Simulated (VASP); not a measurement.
Input of a VASP 6.6.1 run:

The input INCAR:

```
PREC     = Accurate       # precision mode
ENCUT    = 600            # plane-wave cutoff, eV
EDIFF    = 1E-6           # SCF threshold, eV
ISMEAR   = 0              # smearing method
SIGMA    = 0.1            # smearing width, eV
LREAL    = False          # projectors in reciprocal space
LASPH    = True           # aspherical terms in the spheres
NELM     = 80             # most SCF steps
ALGO     = Fast           # electronic algorithm
ISIF     = 3              # what is computed and relaxed
LWAVE    = False          # write WAVECAR
LCHARG   = False          # write CHGCAR
GGA      = PE             # functional
IVDW     = 12             # dispersion correction
IBRION   = 2              # ionic algorithm
NSW      = 70             # ionic steps
EDIFFG   = -0.008         # ionic threshold
PSTRESS  = 10.0
```

Contents of KPOINTS:

```
regular mesh
0
Gamma
  12 12 4
```

Contents of POSCAR:

```
Hg
1.0
    3.3172624739      0.0000000000      0.0000000000
   -1.6586312370      2.8728335734      0.0000000000
    0.0000000000      0.0000000000     10.4512631255
Hg
4
Direct
    0.0000000000      0.0000000000      0.0000000000
    0.3333333333      0.6666666667      0.2500000000
    0.0000000000      0.0000000000      0.5000000000
    0.6666666667      0.3333333333      0.7500000000
```

Potentials or basis: VASP PAW PBE potentials, release 64 (Hg).

Command:

```sh
$ cat potpaw_PBE.64/Hg/POTCAR > POTCAR
$ mpirun -np 1 vasp_std > vasp.out
```

Problem. Predict the dispersion energy per atom.

Solution. -0.428 eV.

Problem. Estimate the space group after relaxing (to 0.1 Å).

Solution. P6_3/mmc (No. 194).

Step by step:
| step | energy change (eV) | largest force (eV/Å) | pressure (GPa) | volume (Å³) |
| --- | --- | --- | --- | --- |
| 1 | 0.0000 | 0.0000 | 0.52 | 99.60 |
| 2 | 0.0043 | 0.0000 | 0.79 | 98.52 |
| 3 | 0.0077 | 0.0000 | 0.96 | 97.90 |
| 4 | 0.0086 | 0.0000 | 0.99 | 97.74 |

Caveat: the cell is relaxed towards a set pressure, so the run minimises the enthalpy, not the energy.
